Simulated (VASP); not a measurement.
# Ti (Im-3m) in VASP: a series of runs, part 2 of 2

VASP 6.6.1. The steps go on from the part before.

### Step 4. Relaxation of cell and atoms, PBEsol

This run uses another cell than the first one, of 17.68 Å³/atom, 1.069 times its volume.

INCAR reads:

```
  PREC = Accurate
  ENCUT = 500
  EDIFF = 1E-7
  ISMEAR = 0
  SIGMA = 0.1
  LREAL = F
  LASPH = T
  NELM = 120
  ALGO = Normal
  ISIF = 3
  LWAVE = F
  LCHARG = F
  GGA = PS
  IBRION = 2
  NSW = 100
  EDIFFG = -0.002
  GGA_COMPAT = F
  NELMIN = 4
```

KPOINTS reads:

```
Automatic mesh
0
Gamma
  18 18 18
```

POSCAR reads:

```
Ti
1.0
   -1.6410000000      1.6410000000      1.6410000000
    1.6410000000     -1.6410000000      1.6410000000
    1.6410000000      1.6410000000     -1.6410000000
Ti
1
Direct
    0.0000000000      0.0000000000      0.0000000000
```

Potentials or basis: VASP PAW PBE potentials, release 64 (Ti_sv).

On the command line:

```bash
> cat potpaw_PBE.64/Ti_sv/POTCAR > POTCAR
> mpirun -np 1 vasp_std > vasp.out
```

OUTCAR:

```text
PREC = Accurate
   ENCUT = 500
   EDIFF = 1E-7
   ISMEAR = 0
   LREAL = F
   LASPH = T
   NELM = 120
   ISIF = 3
   GGA = PS
   IBRION = 2
   NSW = 100
   EDIFFG = -0.002
   NELMIN = 4

 ion  position               nearest neighbor table
   1  0.000  0.000  0.000-

  LATTYP: Found a body centered cubic cell.
 ALAT       =     3.2820000000

  Lattice vectors:

 A1 = (  -1.6410000000,   1.6410000000,   1.6410000000)
 A2 = (   1.6410000000,  -1.6410000000,   1.6410000000)
 A3 = (   1.6410000000,   1.6410000000,  -1.6410000000)

Analysis of symmetry for initial positions (statically):
=====================================================================
 Subroutine PRICEL returns:
 Original cell was already a primitive cell.

 Routine SETGRP: Setting up the symmetry group for a
 body centered cubic supercell.

 Subroutine GETGRP returns: Found 48 space group operations
 (whereof 48 operations were pure point group operations)
 out of a pool of 48 trial point group operations.

The static configuration has the point symmetry O_h .

Analysis of symmetry for dynamics (positions and initial velocities):
=====================================================================
 Subroutine PRICEL returns:
 Original cell was already a primitive cell.

 Routine SETGRP: Setting up the symmetry group for a
 body centered cubic supercell.

 Subroutine GETGRP returns: Found 48 space group operations
 (whereof 48 operations were pure point group operations)
 out of a pool of 48 trial point group operations.

The dynamic configuration has the point symmetry O_h .

 Subroutine INISYM returns: Found 48 space group operations
 (whereof 48 operations are pure point group operations),
 and found     1 'primitive' translations

----------------------------------------------------------------------------------------

                                     Primitive cell

  volume of cell :      17.6761

  direct lattice vectors                    reciprocal lattice vectors
    -1.641000000  1.641000000  1.641000000     0.000000000  0.304692261  0.304692261
     1.641000000 -1.641000000  1.641000000     0.304692261  0.000000000  0.304692261
     1.641000000  1.641000000 -1.641000000     0.304692261  0.304692261  0.000000000

  length of vectors
     2.842295375  2.842295375  2.842295375     0.430899928  0.430899928  0.430899928

  position of ions in fractional coordinates (direct lattice)
     0.000000000  0.000000000  0.000000000

  ion indices of the primitive-cell ions
   primitive index   ion index
                 1           1

----------------------------------------------------------------------------------------

 KPOINTS: Automatic mesh

Automatic generation of k-mesh.
 Grid dimensions read from file:
[... 25 lines left out ...]
  0.166667  0.000000  0.000000     12.000000
  0.222222  0.000000  0.000000     12.000000
  0.277778  0.000000  0.000000     12.000000
[... 16 lines left out ...]
  0.333333  0.111111  0.000000     48.000000
  0.388889  0.111111  0.000000     48.000000
 [... further k-points ...]
   k-points           NKPTS =    195   k-points in BZ     NKDIM =    195   number of bands    NBANDS=     10
   number of dos      NEDOS =    301   number of ions     NIONS =      1
   total plane-waves  NPLWV =  13824
   dimension x,y,z NGX =    24 NGY =   24 NGZ =   24
   dimension x,y,z NGXF=    48 NGYF=   48 NGZF=   48
   ions per type =               1
   NGX,Y,Z   is equivalent  to a cutoff of  14.04, 14.04, 14.04 a.u.
   NGXF,Y,Z  is equivalent  to a cutoff of  28.08, 28.08, 28.08 a.u.
 SYSTEM =  unknown system
   PREC   = accura    normal or accurate (medium, high low for compatibility)
   ISTART =      0    job   : 0-new  1-cont  2-samecut
   ICHARG =      2    charge: 1-file 2-atom 10-const
   ISPIN  =      1    spin polarized calculation?
   LNONCOLLINEAR =      F non collinear calculations
   LSORBIT =      F    spin-orbit coupling
   LASPH  =      T    aspherical Exc in radial PAW
   ENCUT  =  500.0 eV  36.75 Ry    6.06 a.u.   5.18  5.18  5.18*2*pi/ulx,y,z
   NELM   =    120;   NELMIN=  4; NELMDL= -5     # of ELM steps
   EDIFF  = 0.1E-06   stopping-criterion for ELM
   LREAL  =      F    real-space projection
   EDIFFG = -.2E-02   stopping-criterion for IOM
   NSW    =    100    number of steps for IOM
   IBRION =      2    ionic relax: 0-MD 1-quasi-New 2-CG
   NFREE  =      1    steps in history (QN), initial steepest desc. (CG)
   ISIF   =      3    stress and relaxation
   ISYM   =      2    0-nonsym 1-usesym 2-fastsym
   POTIM  = 0.5000    time-step for ionic-motion
   TEBEG  =    0.0;   TEEND  =   0.0 temperature during run
   PSTRESS=    0.0 pullay stress
   NELECT =      12.0000    total number of electrons
   NUPDOWN=      -1.0000    fix difference up-down
   EMIN   =  10.00;   EMAX   =-10.00  energy-range for DOS
   EFERMI =   0.00;   METHOD = LEGACY
   ISMEAR =     0;   SIGMA  =   0.10  broadening in eV -4-tet -1-fermi 0-gaus
   EFERMI_NEDOS =   21; number of points for ismear=-14 and -15
   IALGO  =     38    algorithm
   IMIX   =      4    mixing-type and parameters
     AMIX     =   0.40;   BMIX     =  1.00
     AMIX_MAG =   1.60;   BMIX_MAG =  1.00
  volume/ion in A,a.u.               =      17.68       119.28
  Fermi-wavevector in a.u.,A,eV,Ry     =   1.438821  2.718977 28.166848  2.070205
  Thomas-Fermi vector in A             =   2.557745
   LORBIT       =      0    0 simple, 1 ext, 2 COOP (PROOUT), +10 PAW based schemes
   GGA     = PS    functional components
   LHFCALC =     F    Hartree Fock is set to
   AEXX    =    0.0000 exact exchange contribution
   IVDW    =     0    specifies the selected vdW correction
   LEPSILON=     F    determine dielectric tensor
   LRPA    =     F    only Hartree local field effects (RPA)
 conjugate gradient relaxation of ions
 non-spin polarized calculation
 Gauss-broadening in eV      SIGMA  =   0.10
  energy-cutoff  :      500.00
  volume of cell :       17.68
 maximum number of plane-waves:       468
 NGX is ok and might be reduce to    24
   NGX = 11   NGY = 11   NGZ = 11

--------------------------------------- Ionic step        1  -------------------------------------------

 number of electron      12.0000001 magnetization

 Free energy of the ion-electron system (eV)
  ---------------------------------------------------
  ext. energy  EPLUGINS =         0.00000000
  ---------------------------------------------------
  free energy    TOTEN  =        -8.21464821 eV

  energy without entropy =       -8.20327129  energy(sigma->0) =       -8.20895975

------------------------ aborting loop because EDIFF is reached ----------------------------------------

  FORCE on cell =-STRESS in cart. coord.  units (eV):
  Direction    XX          YY          ZZ          XY          YZ          ZX
  --------------------------------------------------------------------------------------
  -------------------------------------------------------------------------------------
  Total       -0.7670407     -0.7670407     -0.7670407      0.0000000     -0.0000000      0.0000000
  in kB      -69.5253593    -69.5253593    -69.5253593      0.0000000     -0.0000000      0.0000000
  external PRESSURE =     -69.5253593 kB  Pullay stress =       0.0000000 kB
[... 57 lines left out ...]
--------------------------------------- Ionic step        3  -------------------------------------------

 number of electron      12.0000001 magnetization

 Free energy of the ion-electron system (eV)
  ---------------------------------------------------
  ext. energy  EPLUGINS =         0.00000000
  ---------------------------------------------------
  free energy    TOTEN  =        -8.24145560 eV

  energy without entropy =       -8.23045367  energy(sigma->0) =       -8.23595463

 E-fermi :   8.4935     XC(G=0): -11.8780

 val. band max:        8.4860183479   @ k =   0.3333   0.2222   0.0000
 cond. band min:       8.4972353795   @ k =  -0.4444   0.5000   0.1111
 fundamental gap:      0.0112170317
 Fermi energy:         8.4934628014

 k-point     1 :       0.0000    0.0000    0.0000
  band No.  band energies     occupation
      1     -47.7045      2.00000
      2     -23.5894      2.00000
      3     -23.5894      2.00000
      4     -23.5894      2.00000
      5       2.4361      2.00000
      6       9.5230      0.00000
      7       9.5230      0.00000
      8       9.5230      0.00000
      9      11.4103      0.00000
     10      11.4103      0.00000
[... 287 lines left out ...]
 k-point    24 :       0.3889    0.1111    0.0000
  band No.  band energies     occupation
      1     -47.5397      2.00000
      2     -24.3416      2.00000
      3     -23.8615      2.00000
      4     -23.6294      2.00000
      5       6.1536      2.00000
      6       8.0908      2.00000
      7       9.1262      0.00000
      8      11.3307      0.00000
      9      11.9212      0.00000
     10      13.4143      0.00000

 [... further k-points ...]
[... 5 lines left out ...]
  --------------------------------------------------------------------------------------
  -------------------------------------------------------------------------------------
  Total       -0.0018658     -0.0018658     -0.0018658      0.0000000      0.0000000      0.0000000
  in kB       -0.1811424     -0.1811424     -0.1811424      0.0000000      0.0000000      0.0000000
  external PRESSURE =      -0.1811424 kB  Pullay stress =       0.0000000 kB
[... 16 lines left out ...]
  FREE ENERGIE OF THE ION-ELECTRON SYSTEM (eV)
  ---------------------------------------------------
  free  energy   TOTEN  =        -8.2414556008 eV

  energy  without entropy=       -8.2304536671  energy(sigma->0) =       -8.23595463

 reached required accuracy - stopping structural energy minimisation
```

Run time: 2.4 min. Hardware: 1 thread of AMD EPYC 7R43 (Zen 3), shared host; peak memory 0.13 GiB.

What came out:

```yaml
Free_energy: -8.2415 eV
Relaxed_volume: 16.50 Å³/atom
Relaxed_cell: a = 2.778 Å, b = 2.778 Å, c = 2.778 Å, α = 109.47°, β = 109.47°, γ = 109.47°
Space_group_after_relaxing_to_0.05_Å: Im-3m (No. 229)
Energy_gained_by_relaxing: 26.8 meV/atom
Ionic_steps: 3
Pressure_after_relaxing: 0.0 GPa
Band_gap_on_the_k_mesh: zero (band 6 reaches 9.52 eV, above the bottom of band 7 at 7.91 eV)
```

Step by step:
```tsv
step	energy change (eV)	largest force (eV/Å)	pressure (GPa)	volume (Å³)
1	0.0000	0.0000	-6.95	17.68
2	-0.0152	0.0000	5.38	15.79
3	-0.0268	0.0000	-0.02	16.50
```

Final structure:
```cif
data_structure
_symmetry_space_group_name_H-M 'P 1'
_symmetry_Int_Tables_number 1
_cell_length_a 2.7780
_cell_length_b 2.7780
_cell_length_c 2.7780
_cell_angle_alpha 109.471
_cell_angle_beta 109.471
_cell_angle_gamma 109.471
_cell_volume 16.50
loop_
_atom_site_label
_atom_site_type_symbol
_atom_site_fract_x
_atom_site_fract_y
_atom_site_fract_z
_atom_site_occupancy
Ti1 Ti 0.00000 0.00000 0.00000 1
```

Caveat: the PAW data sets were made with another functional, which shifts forces and pressure a little.
